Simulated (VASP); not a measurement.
# BeS (Fm-3m) in VASP: further runs, part 3 of 3

VASP 6.6.1.

**4. Single point, r2SCAN (volume changed by +6%)**

File POSCAR:

```
BeS
1.0
    0.0000000000      2.3627459333      2.3627459333
    2.3627459333      0.0000000000      2.3627459333
    2.3627459333      2.3627459333      0.0000000000
Be S
1 1
Direct
    0.0000000000      0.0000000000      0.0000000000
    0.5000000000      0.5000000000      0.5000000000
```

File INCAR.step1:

```
  PREC = Accurate
  ENCUT = 520
  ISMEAR = 0
  SIGMA = 0.01
  LREAL = False
  LASPH = True
  NELM = 80
  NBANDS = 11
  GGA = PE
  ALGO = Normal
  EDIFF = 1E-4
  LWAVE = True
  LCHARG = False
```

File INCAR.step2:

```
  PREC = Accurate
  ENCUT = 520
  EDIFF = 1E-6
  ISMEAR = 0
  SIGMA = 0.01
  LREAL = False
  LASPH = True
  NELM = 80
  ALGO = Normal
  ISIF = 2
  LWAVE = False
  LCHARG = False
  METAGGA = R2SCAN
  LMIXTAU = True
  NBANDS = 11
  ISTART = 1
```

File KPOINTS:

```
regular mesh
0
Gamma
  8 8 8
```

Potentials or basis: VASP PAW PBE potentials, release 64 (Be, S).

Launch:

```bash
cat potpaw_PBE.64/Be/POTCAR potpaw_PBE.64/S/POTCAR > POTCAR
cp INCAR.step1 INCAR
mpirun -np 1 vasp_std > vasp.out
cp INCAR.step2 INCAR
mpirun -np 1 vasp_std > vasp.out
```

OUTCAR:

```text
PREC = Accurate
   ENCUT = 520
   EDIFF = 1E-6
   ISMEAR = 0
   LREAL = False
   LASPH = True
   NELM = 80
   ISIF = 2
   METAGGA = R2SCAN
   ISTART = 1

 ion  position               nearest neighbor table
   1  0.000  0.000  0.000-   2 2.36   2 2.36   2 2.36   2 2.36   2 2.36   2 2.36
   2  0.500  0.500  0.500-   1 2.36   1 2.36   1 2.36   1 2.36   1 2.36   1 2.36

  LATTYP: Found a face centered cubic cell.
 ALAT       =     4.7254918666

  Lattice vectors:

 A1 = (   0.0000000000,   2.3627459333,   2.3627459333)
 A2 = (   2.3627459333,   0.0000000000,   2.3627459333)
 A3 = (   2.3627459333,   2.3627459333,   0.0000000000)

Analysis of symmetry for initial positions (statically):
=====================================================================
 Subroutine PRICEL returns:
 Original cell was already a primitive cell.

 Routine SETGRP: Setting up the symmetry group for a
 face centered cubic supercell.

 Subroutine GETGRP returns: Found 48 space group operations
 (whereof 48 operations were pure point group operations)
 out of a pool of 48 trial point group operations.

The static configuration has the point symmetry O_h .

Analysis of symmetry for dynamics (positions and initial velocities):
=====================================================================
 Subroutine PRICEL returns:
 Original cell was already a primitive cell.

 Routine SETGRP: Setting up the symmetry group for a
 face centered cubic supercell.

 Subroutine GETGRP returns: Found 48 space group operations
 (whereof 48 operations were pure point group operations)
 out of a pool of 48 trial point group operations.

The dynamic configuration has the point symmetry O_h .

 Subroutine INISYM returns: Found 48 space group operations
 (whereof 48 operations are pure point group operations),
 and found     1 'primitive' translations

----------------------------------------------------------------------------------------

                                     Primitive cell

  volume of cell :      26.3804

  direct lattice vectors                    reciprocal lattice vectors
     0.000000000  2.362745933  2.362745933    -0.211618182  0.211618182  0.211618182
     2.362745933  0.000000000  2.362745933     0.211618182 -0.211618182  0.211618182
     2.362745933  2.362745933  0.000000000     0.211618182  0.211618182 -0.211618182

  length of vectors
     3.341427343  3.341427343  3.341427343     0.366533444  0.366533444  0.366533444

  position of ions in fractional coordinates (direct lattice)
     0.000000000  0.000000000  0.000000000
     0.500000000  0.500000000  0.500000000

  ion indices of the primitive-cell ions
   primitive index   ion index
                 1           1
                 2           2

----------------------------------------------------------------------------------------

 KPOINTS: regular mesh

Automatic generation of k-mesh.
 Grid dimensions read from file:
 generate k-points for:    8    8    8

 Generating k-lattice:

  Cartesian coordinates                     Fractional coordinates (reciprocal lattice)
    -0.026452273  0.026452273  0.026452273     0.125000000  0.000000000  0.000000000
[... 38 lines left out ...]
  0.500000  0.250000  0.125000     48.000000
 -0.375000  0.250000  0.125000     24.000000
 [... further k-points ...]
   k-points           NKPTS =     29   k-points in BZ     NKDIM =     29   number of bands    NBANDS=     11
   number of dos      NEDOS =    301   number of ions     NIONS =      2
   total plane-waves  NPLWV =  21952
   dimension x,y,z NGX =    28 NGY =   28 NGZ =   28
   dimension x,y,z NGXF=    56 NGYF=   56 NGZF=   56
   ions per type =               1   1
   NGX,Y,Z   is equivalent  to a cutoff of  13.93, 13.93, 13.93 a.u.
   NGXF,Y,Z  is equivalent  to a cutoff of  27.86, 27.86, 27.86 a.u.
 SYSTEM =  unknown system
   PREC   = accura    normal or accurate (medium, high low for compatibility)
   ISTART =      1    job   : 0-new  1-cont  2-samecut
   ICHARG =      0    charge: 1-file 2-atom 10-const
   ISPIN  =      1    spin polarized calculation?
   LNONCOLLINEAR =      F non collinear calculations
   LSORBIT =      F    spin-orbit coupling
   LASPH  =      T    aspherical Exc in radial PAW
   ENCUT  =  520.0 eV  38.22 Ry    6.18 a.u.   6.21  6.21  6.21*2*pi/ulx,y,z
   NELM   =     80;   NELMIN=  2; NELMDL=  0     # of ELM steps
   EDIFF  = 0.1E-05   stopping-criterion for ELM
   LREAL  =      F    real-space projection
   EDIFFG = 0.1E-04   stopping-criterion for IOM
   NSW    =      0    number of steps for IOM
   IBRION =     -1    ionic relax: 0-MD 1-quasi-New 2-CG
   NFREE  =      0    steps in history (QN), initial steepest desc. (CG)
   ISIF   =      2    stress and relaxation
   ISYM   =      2    0-nonsym 1-usesym 2-fastsym
   POTIM  = 0.5000    time-step for ionic-motion
   TEBEG  =    0.0;   TEEND  =   0.0 temperature during run
   PSTRESS=    0.0 pullay stress
   NELECT =       8.0000    total number of electrons
   NUPDOWN=      -1.0000    fix difference up-down
   EMIN   =  10.00;   EMAX   =-10.00  energy-range for DOS
   EFERMI =   0.00;   METHOD = LEGACY
   ISMEAR =     0;   SIGMA  =   0.01  broadening in eV -4-tet -1-fermi 0-gaus
   EFERMI_NEDOS =   21; number of points for ismear=-14 and -15
   IALGO  =     38    algorithm
   IMIX   =      4    mixing-type and parameters
     AMIX     =   0.40;   BMIX     =  1.00
     AMIX_MAG =   1.60;   BMIX_MAG =  1.00
  volume/ion in A,a.u.               =      13.19        89.01
  Fermi-wavevector in a.u.,A,eV,Ry     =   1.099878  2.078468 16.459394  1.209731
  Thomas-Fermi vector in A             =   2.236280
   LORBIT       =      0    0 simple, 1 ext, 2 COOP (PROOUT), +10 PAW based schemes
   METAGGA = R2SCAN    functional components
   LHFCALC =     F    Hartree Fock is set to
   AEXX    =    0.0000 exact exchange contribution
   IVDW    =     0    specifies the selected vdW correction
   LEPSILON=     F    determine dielectric tensor
   LRPA    =     F    only Hartree local field effects (RPA)
 non-spin polarized calculation
 Gauss-broadening in eV      SIGMA  =   0.01
  energy-cutoff  :      520.00
  volume of cell :       26.38
 maximum number of plane-waves:       725
 NGX is ok and might be reduce to    28
   NGX = 13   NGY = 13   NGZ = 13

 number of electron       8.0000000 magnetization

 Free energy of the ion-electron system (eV)
  ---------------------------------------------------
  ext. energy  EPLUGINS =         0.00000000
  ---------------------------------------------------
  free energy    TOTEN  =       -13.52166507 eV

  energy without entropy =      -13.52166507  energy(sigma->0) =      -13.52166507

 E-fermi :   5.7954     XC(G=0): -10.8249

 val. band max:        5.7306101400   @ k =  -0.1250   0.1250   0.0000
 cond. band min:       7.0498941910   @ k =   0.5000   0.5000   0.0000
 fundamental gap:      1.3192840510
 Fermi energy:         5.7953870664

 k-point     1 :       0.0000    0.0000    0.0000
  band No.  band energies     occupation
      1      -9.4965      2.00000
      2       5.4871      2.00000
      3       5.4871      2.00000
      4       5.4871      2.00000
      5      11.2612      0.00000
      6      15.2003      0.00000
      7      15.2003      0.00000
      8      15.2003      0.00000
      9      16.0805      0.00000
     10      16.0805      0.00000
     11      16.0805      0.00000
[... 309 lines left out ...]
 k-point    24 :      -0.3750    0.2500    0.1250
  band No.  band energies     occupation
      1      -6.9060      2.00000
      2      -0.6497      2.00000
      3       2.4643      2.00000
      4       3.8777      2.00000
      5      10.4067      0.00000
      6      10.9703      0.00000
      7      14.1882      0.00000
      8      17.3464      0.00000
      9      18.7175      0.00000
     10      19.5197      0.00000
     11      23.0373      0.00000

 [... further k-points ...]

------------------------ aborting loop because EDIFF is reached ----------------------------------------

  FORCE on cell =-STRESS in cart. coord.  units (eV):
  Direction    XX          YY          ZZ          XY          YZ          ZX
  --------------------------------------------------------------------------------------
  -------------------------------------------------------------------------------------
  Total       -0.9746394     -0.9746394     -0.9746394     -0.0000000     -0.0000000      0.0000000
  in kB      -59.1934261    -59.1934261    -59.1934261     -0.0000000     -0.0000000      0.0000000
  external PRESSURE =     -59.1934261 kB  Pullay stress =       0.0000000 kB

 VOLUME and BASIS-vectors are now :
 -----------------------------------------------------------------------------
  energy-cutoff  :      520.00
  volume of cell :       26.38
      direct lattice vectors                 reciprocal lattice vectors
     0.000000000  2.362745933  2.362745933    -0.211618182  0.211618182  0.211618182
     2.362745933  0.000000000  2.362745933     0.211618182 -0.211618182  0.211618182
     2.362745933  2.362745933  0.000000000     0.211618182  0.211618182 -0.211618182

 POSITION                                       TOTAL-FORCE (eV/Angst)
 -----------------------------------------------------------------------------------
      0.00000      0.00000      0.00000         0.000000     -0.000000     -0.000000
      2.36275      2.36275      2.36275        -0.000000      0.000000      0.000000
 -----------------------------------------------------------------------------------
    total drift:                                0.000000      0.000000      0.000000

  FREE ENERGIE OF THE ION-ELECTRON SYSTEM (eV)
  ---------------------------------------------------
  free  energy   TOTEN  =       -13.5216650727 eV

  energy  without entropy=      -13.5216650727  energy(sigma->0) =      -13.52166507
```

OUTCAR.step1:

```text
PREC = Accurate
   ENCUT = 520
   ISMEAR = 0
   LREAL = False
   LASPH = True
[... 558 lines left out ...]
      0.00000      0.00000      0.00000         0.000000     -0.000000      0.000000
      2.36275      2.36275      2.36275        -0.000000      0.000000     -0.000000
 -----------------------------------------------------------------------------------
    total drift:                                0.000000      0.000000      0.000000

  FREE ENERGIE OF THE ION-ELECTRON SYSTEM (eV)
  ---------------------------------------------------
  free  energy   TOTEN  =        -8.8622388512 eV

  energy  without entropy=       -8.8622388512  energy(sigma->0) =       -8.86223885
```

Run time: 20 s. Hardware: 1 thread of Intel Xeon 6975P-C (Granite Rapids), shared host; peak memory 0.15 GiB.

What came out:

```yaml
Free_energy: -13.5217 eV
Pressure: -5.9 GPa
Band_gap_on_the_k_mesh: 1.32 eV, indirect (least direct gap 4.32 eV)
```

Levels at points of the mesh, in eV from the valence-band top:
```
           k point  band 1  band 2  band 3  band 4  band 5  band 6  band 7  band 8
(0.00, 0.00, 0.00)  -15.23   -0.24   -0.24   -0.24    5.53    9.47    9.47    9.47
(0.50, 0.00, 0.00)  -13.07   -6.99   -0.48   -0.48    4.59    4.59    4.74   10.63
(0.50, 0.50, 0.00)  -12.12   -6.46   -3.00   -3.00    1.32    5.12   12.44   12.44
```

Caveat: the PAW data sets were made with another functional, which shifts forces and pressure a little.

**5. Single point, r2SCAN**

File POSCAR:

```
BeS
1.0
    0.0000000000      2.3172971949      2.3172971949
    2.3172971949      0.0000000000      2.3172971949
    2.3172971949      2.3172971949      0.0000000000
Be S
1 1
Direct
    0.0000000000      0.0000000000      0.0000000000
    0.5000000000      0.5000000000      0.5000000000
```

File INCAR.step1:

```
SYSTEM = BeS
  PREC = Accurate
  ENCUT = 520
  ISMEAR = 0
  SIGMA = 0.01
  LREAL = .False.
  LASPH = .True.
  NELM = 80
  NBANDS = 11
  GGA = PE
  ALGO = Normal
  EDIFF = 1E-4
  LWAVE = .True.
  LCHARG = .False.
```

File INCAR.step2:

```
SYSTEM = BeS
  PREC = Accurate
  ENCUT = 520
  EDIFF = 1E-7
  ISMEAR = 0
  SIGMA = 0.01
  LREAL = .False.
  LASPH = .True.
  NELM = 80
  ALGO = Normal
  ISIF = 2
  LWAVE = .False.
  LCHARG = .False.
  METAGGA = R2SCAN
  LMIXTAU = .True.
  NBANDS = 11
  ISTART = 1
```

File KPOINTS:

```
regular mesh
0
Gamma
  10 10 10
  0 0 0
```

Potentials or basis: VASP PAW PBE potentials, release 64 (Be, S).

Launch:

```bash
cat potpaw_PBE.64/Be/POTCAR potpaw_PBE.64/S/POTCAR > POTCAR
cp INCAR.step1 INCAR
mpirun -np 1 vasp_std > vasp.out
cp INCAR.step2 INCAR
mpirun -np 1 vasp_std > vasp.out
```

OUTCAR:

```text
SYSTEM = BeS
   PREC = Accurate
   ENCUT = 520
   EDIFF = 1E-7
   ISMEAR = 0
   LREAL = .False.
   LASPH = .True.
   NELM = 80
   ISIF = 2
   METAGGA = R2SCAN
   ISTART = 1

 ion  position               nearest neighbor table
   1  0.000  0.000  0.000-   2 2.32   2 2.32   2 2.32   2 2.32   2 2.32   2 2.32
   2  0.500  0.500  0.500-   1 2.32   1 2.32   1 2.32   1 2.32   1 2.32   1 2.32

  LATTYP: Found a face centered cubic cell.
 ALAT       =     4.6345943898

  Lattice vectors:

 A1 = (   0.0000000000,   2.3172971949,   2.3172971949)
 A2 = (   2.3172971949,   0.0000000000,   2.3172971949)
 A3 = (   2.3172971949,   2.3172971949,   0.0000000000)

Analysis of symmetry for initial positions (statically):
=====================================================================
 Subroutine PRICEL returns:
 Original cell was already a primitive cell.

 Routine SETGRP: Setting up the symmetry group for a
 face centered cubic supercell.

 Subroutine GETGRP returns: Found 48 space group operations
 (whereof 48 operations were pure point group operations)
 out of a pool of 48 trial point group operations.

The static configuration has the point symmetry O_h .

[... 171 lines left out ...]
      3       6.1690      2.00000
      4       6.1690      2.00000
      5      12.6406      0.00000
      6      15.8233      0.00000
      7      15.8233      0.00000
      8      15.8233      0.00000
      9      17.0961      0.00000
     10      17.0961      0.00000
     11      17.0961      0.00000
[... 309 lines left out ...]
 k-point    24 :       0.4000    0.3000    0.0000
  band No.  band energies     occupation
      1      -6.9421      2.00000
      2       1.1110      2.00000
      3       3.3467      2.00000
      4       3.7579      2.00000
      5       8.8429      0.00000
      6      12.4345      0.00000
      7      17.0710      0.00000
      8      17.5639      0.00000
      9      19.3859      0.00000
     10      22.7920      0.00000
     11      24.5840      0.00000

 [... further k-points ...]

------------------------ aborting loop because EDIFF is reached ----------------------------------------

  FORCE on cell =-STRESS in cart. coord.  units (eV):
  Direction    XX          YY          ZZ          XY          YZ          ZX
  --------------------------------------------------------------------------------------
  -------------------------------------------------------------------------------------
  Total       -0.0221318     -0.0221318     -0.0221318      0.0000000      0.0000000      0.0000000
  in kB       -1.4247940     -1.4247940     -1.4247940      0.0000000      0.0000000      0.0000000
  external PRESSURE =      -1.4247940 kB  Pullay stress =       0.0000000 kB

 VOLUME and BASIS-vectors are now :
 -----------------------------------------------------------------------------
  energy-cutoff  :      520.00
  volume of cell :       24.89
      direct lattice vectors                 reciprocal lattice vectors
     0.000000000  2.317297195  2.317297195    -0.215768612  0.215768612  0.215768612
     2.317297195  0.000000000  2.317297195     0.215768612 -0.215768612  0.215768612
     2.317297195  2.317297195  0.000000000     0.215768612  0.215768612 -0.215768612

 POSITION                                       TOTAL-FORCE (eV/Angst)
 -----------------------------------------------------------------------------------
      0.00000      0.00000      0.00000        -0.000000     -0.000000     -0.000000
      2.31730      2.31730      2.31730         0.000000      0.000000      0.000000
 -----------------------------------------------------------------------------------
    total drift:                               -0.000000     -0.000000      0.000000

  FREE ENERGIE OF THE ION-ELECTRON SYSTEM (eV)
  ---------------------------------------------------
  free  energy   TOTEN  =       -13.5522436253 eV

  energy  without entropy=      -13.5522436253  energy(sigma->0) =      -13.55224363
```

OUTCAR.step1:

```text
SYSTEM = BeS
   PREC = Accurate
   ENCUT = 520
   ISMEAR = 0
   LREAL = .False.
   LASPH = .True.
[... 557 lines left out ...]
      0.00000      0.00000      0.00000         0.000000     -0.000000      0.000000
      2.31730      2.31730      2.31730         0.000000      0.000000      0.000000
 -----------------------------------------------------------------------------------
    total drift:                               -0.000000     -0.000000      0.000000

  FREE ENERGIE OF THE ION-ELECTRON SYSTEM (eV)
  ---------------------------------------------------
  free  energy   TOTEN  =        -8.8945282273 eV

  energy  without entropy=       -8.8945282273  energy(sigma->0) =       -8.89452823
```

OSZICAR.step1:

```text
N       E                     dE             d eps       ncg     rms          rms(c)
DAV:   1     0.190380070644E+02    0.19038E+02   -0.39057E+03  1034   0.630E+02
DAV:   2    -0.782890023868E+01   -0.26867E+02   -0.25570E+02  1341   0.114E+02
DAV:   3    -0.896396109309E+01   -0.11351E+01   -0.11324E+01  1331   0.227E+01
DAV:   4    -0.897019079192E+01   -0.62297E-02   -0.62288E-02  1318   0.194E+00
DAV:   5    -0.897022762427E+01   -0.36832E-04   -0.36832E-04  1333   0.132E-01    0.637E+00
DAV:   6    -0.889486165090E+01    0.75366E-01   -0.18490E-01  1212   0.178E+00    0.428E+00
DAV:   7    -0.889399197787E+01    0.86967E-03   -0.64153E-02  1312   0.122E+00    0.162E+00
DAV:   8    -0.889454447391E+01   -0.55250E-03   -0.60101E-03  1180   0.371E-01    0.286E-01
DAV:   9    -0.889452822734E+01    0.16247E-04   -0.15340E-04  1004   0.796E-02
   1 F= -.88945282E+01 E0= -.88945282E+01  d E =-.200534E-14
```

It took 14 s on 1 thread of Intel Xeon 6975P-C (Granite Rapids), shared host; peak memory 0.14 GiB.

Results:

```
Free energy            : -13.5522 eV
Pressure               : -0.1 GPa
Band gap on the k mesh : 1.39 eV, indirect (least direct gap 4.60 eV)
```

Caveat: the PAW data sets were made with another functional, which shifts forces and pressure a little. A k mesh can miss the band edges.

**6. Summary**

| cell | k mesh | gap on the mesh (eV) | pressure (GPa) |
| --- | --- | --- | --- |
| a = 3.277 Å, angles 60.0°, 2 atoms | 8 × 8 × 8 | 1.35 | 0.0 |
| a = 3.310 Å, angles 60.0°, 2 atoms | 8 × 8 × 8 | 1.33 | -3.2 |
| a = 3.341 Å, angles 60.0°, 2 atoms | 8 × 8 × 8 | 1.32 | -5.9 |
| a = 3.277 Å, angles 60.0°, 2 atoms | 10 × 10 × 10 | 1.39 | -0.1 |

Alike in all rows: task single point; level r2SCAN; potentials or basis VASP PAW PBE potentials, release 64 (Be, S); no spin polarisation; cutoff (eV) 520; smearing gaussian 0.01 eV.

Caveats: the PAW data sets were made with another functional, which shifts forces and pressure a little.

Total energies depend on the potentials used, so only differences within one code and one set of settings carry meaning.
